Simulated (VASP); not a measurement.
# AlN (F-43m) in VASP: a series of runs, part 2 of 2

VASP 6.6.1. Earlier steps stand in the parts before.

**3. Single point, PBEsol**

This run uses another cell than the first one, of 9.63 Å³/atom, 0.872 times its volume.

Contents of INCAR:

```
ALGO     = Normal         # electronic algorithm
EDIFF    = 1E-6           # SCF threshold, eV
ENCUT    = 520            # plane-wave cutoff, eV
GGA      = PS             # functional
ISIF     = 2              # what is computed and relaxed
ISMEAR   = -1             # smearing method
LASPH    = True           # aspherical terms in the spheres
LCHARG   = False          # write CHGCAR
LREAL    = False          # projectors in reciprocal space
LWAVE    = False          # write WAVECAR
NBANDS   = 11             # bands
NELM     = 60             # most SCF steps
PREC     = Accurate       # precision mode
SIGMA    = 0.05           # smearing width, eV
```

Contents of KPOINTS:

```
k-points
0
Gamma
  10 10 10
```

Contents of POSCAR:

```
AlN
1.0
    0.0000000000      2.1274953641      2.1274953641
    2.1274953641      0.0000000000      2.1274953641
    2.1274953641      2.1274953641      0.0000000000
Al N
1 1
Direct
    0.0000000000      0.0000000000      0.0000000000
    0.2500000000      0.2500000000      0.2500000000
```

Potentials or basis: VASP PAW PBE potentials, release 64 (Al, N).

Run with:

```
$ cat potpaw_PBE.64/Al/POTCAR potpaw_PBE.64/N/POTCAR > POTCAR
$ mpirun -np 1 vasp_std > vasp.out
```

OUTCAR:

```text
EDIFF = 1E-6
   ENCUT = 520
   GGA = PS
   ISIF = 2
   ISMEAR = -1
   LASPH = True
   LREAL = False
   NELM = 60
   PREC = Accurate

 ion  position               nearest neighbor table
   1  0.000  0.000  0.000-   2 1.84   2 1.84   2 1.84   2 1.84
   2  0.250  0.250  0.250-   1 1.84   1 1.84   1 1.84   1 1.84

  LATTYP: Found a face centered cubic cell.
 ALAT       =     4.2549907282

  Lattice vectors:

 A1 = (   0.0000000000,   2.1274953641,   2.1274953641)
 A2 = (   2.1274953641,   0.0000000000,   2.1274953641)
 A3 = (   2.1274953641,   2.1274953641,   0.0000000000)

Analysis of symmetry for initial positions (statically):
=====================================================================
 Subroutine PRICEL returns:
 Original cell was already a primitive cell.

 Routine SETGRP: Setting up the symmetry group for a
 face centered cubic supercell.

 Subroutine GETGRP returns: Found 24 space group operations
 (whereof 24 operations were pure point group operations)
 out of a pool of 48 trial point group operations.

The static configuration has the point symmetry T_d .

Analysis of symmetry for dynamics (positions and initial velocities):
=====================================================================
 Subroutine PRICEL returns:
 Original cell was already a primitive cell.

 Routine SETGRP: Setting up the symmetry group for a
 face centered cubic supercell.

 Subroutine GETGRP returns: Found 24 space group operations
 (whereof 24 operations were pure point group operations)
 out of a pool of 48 trial point group operations.

The dynamic configuration has the point symmetry T_d .

 Subroutine INISYM returns: Found 24 space group operations
 (whereof 24 operations are pure point group operations),
 and found     1 'primitive' translations

----------------------------------------------------------------------------------------

                                     Primitive cell
[... 117 lines left out ...]
   LHFCALC =     F    Hartree Fock is set to
   AEXX    =    0.0000 exact exchange contribution
   IVDW    =     0    specifies the selected vdW correction
   LEPSILON=     F    determine dielectric tensor
   LRPA    =     F    only Hartree local field effects (RPA)
 non-spin polarized calculation
  energy-cutoff  :      520.00
  volume of cell :       19.26
 maximum number of plane-waves:       534
 NGX is ok and might be reduce to    24
   NGX = 11   NGY = 11   NGZ = 11

 number of electron       7.9999999 magnetization

 Free energy of the ion-electron system (eV)
  ---------------------------------------------------
  ext. energy  EPLUGINS =         0.00000000
  ---------------------------------------------------
  free energy    TOTEN  =       -15.50913197 eV

  energy without entropy =      -15.50913197  energy(sigma->0) =      -15.50913197

 E-fermi :   7.6802     XC(G=0): -11.4780

 val. band max:        6.6449092732   @ k =   0.0000   0.0000   0.0000
 cond. band min:       9.8640703856   @ k =   0.5000   0.5000   0.0000
 fundamental gap:      3.2191611124
 Fermi energy:         7.6801747065

 k-point     1 :       0.0000    0.0000    0.0000
  band No.  band energies     occupation
      1      -8.7861      2.00000
      2       6.6449      2.00000
      3       6.6449      2.00000
      4       6.6449      2.00000
      5      11.4892      0.00000
      6      19.9048      0.00000
      7      19.9048      0.00000
      8      19.9048      0.00000
      9      24.8681      0.00000
     10      24.8681      0.00000
     11      26.3847      0.00000
[... 309 lines left out ...]
 k-point    24 :       0.4000    0.3000    0.0000
  band No.  band energies     occupation
      1      -6.5257      2.00000
      2       2.2985      2.00000
      3       4.8420      2.00000
      4       5.1652      2.00000
      5      11.6121      0.00000
      6      16.5591      0.00000
      7      19.8216      0.00000
      8      22.0072      0.00000
      9      22.5838      0.00000
     10      28.7612      0.00000
     11      31.4465      0.00000

 [... further k-points ...]

------------------------ aborting loop because EDIFF is reached ----------------------------------------

  FORCE on cell =-STRESS in cart. coord.  units (eV):
  Direction    XX          YY          ZZ          XY          YZ          ZX
  --------------------------------------------------------------------------------------
  -------------------------------------------------------------------------------------
  Total        2.4399187      2.4399187      2.4399187      0.0000000      0.0000000     -0.0000000
  in kB      202.9785133    202.9785133    202.9785133      0.0000000      0.0000000     -0.0000000
  external PRESSURE =     202.9785133 kB  Pullay stress =       0.0000000 kB

 VOLUME and BASIS-vectors are now :
 -----------------------------------------------------------------------------
  energy-cutoff  :      520.00
  volume of cell :       19.26
      direct lattice vectors                 reciprocal lattice vectors
     0.000000000  2.127495364  2.127495364    -0.235018138  0.235018138  0.235018138
     2.127495364  0.000000000  2.127495364     0.235018138 -0.235018138  0.235018138
     2.127495364  2.127495364  0.000000000     0.235018138  0.235018138 -0.235018138

 POSITION                                       TOTAL-FORCE (eV/Angst)
 -----------------------------------------------------------------------------------
      0.00000      0.00000      0.00000         0.000000      0.000000      0.000000
      1.06375      1.06375      1.06375        -0.000000     -0.000000     -0.000000
 -----------------------------------------------------------------------------------
    total drift:                                0.000000      0.000000      0.000000

  FREE ENERGIE OF THE ION-ELECTRON SYSTEM (eV)
  ---------------------------------------------------
  free  energy   TOTEN  =       -15.5091319717 eV

  energy  without entropy=      -15.5091319716  energy(sigma->0) =      -15.50913197
```

OSZICAR:

```text
N       E                     dE             d eps       ncg     rms          rms(c)
DAV:   1     0.943422348409E+01    0.94342E+01   -0.38048E+03  1066   0.598E+02
DAV:   2    -0.171161915679E+02   -0.26550E+02   -0.25041E+02  1249   0.139E+02
DAV:   3    -0.179051048300E+02   -0.78891E+00   -0.78786E+00  1267   0.221E+01
DAV:   4    -0.179093146047E+02   -0.42098E-02   -0.42094E-02  1196   0.177E+00
DAV:   5    -0.179093634970E+02   -0.48892E-04   -0.48892E-04  1247   0.181E-01    0.873E+00
DAV:   6    -0.155597828765E+02    0.23496E+01   -0.10721E+01  1207   0.167E+01    0.298E+00
DAV:   7    -0.155273336856E+02    0.32449E-01   -0.19821E-01  1169   0.325E+00    0.213E+00
DAV:   8    -0.155101862530E+02    0.17147E-01   -0.25001E-02  1169   0.147E+00    0.552E-01
DAV:   9    -0.155091185754E+02    0.10677E-02   -0.30826E-03  1226   0.344E-01    0.240E-01
DAV:  10    -0.155091300783E+02   -0.11503E-04   -0.22639E-04  1154   0.101E-01    0.139E-02
DAV:  11    -0.155091318966E+02   -0.18183E-05   -0.17740E-06  1247   0.122E-02    0.139E-02
DAV:  12    -0.155091319717E+02   -0.75046E-07   -0.13901E-07   649   0.329E-03
   1 F= -.15509132E+02 E0= -.15509132E+02  d E =-.496060E-10
```

Run time: 6.2 s. Hardware: 1 thread of Intel Xeon Platinum 8559C (Emerald Rapids), shared host; peak memory 0.13 GiB.

Results:

| Quantity | Value |
| --- | --- |
| Free energy | -15.5091 eV |
| Pressure | 20.3 GPa |
| Band gap on the k mesh | 3.22 eV, indirect (least direct gap 4.84 eV) |

Caveat: the PAW data sets were made with another functional, which shifts forces and pressure a little. A k mesh can miss the band edges.
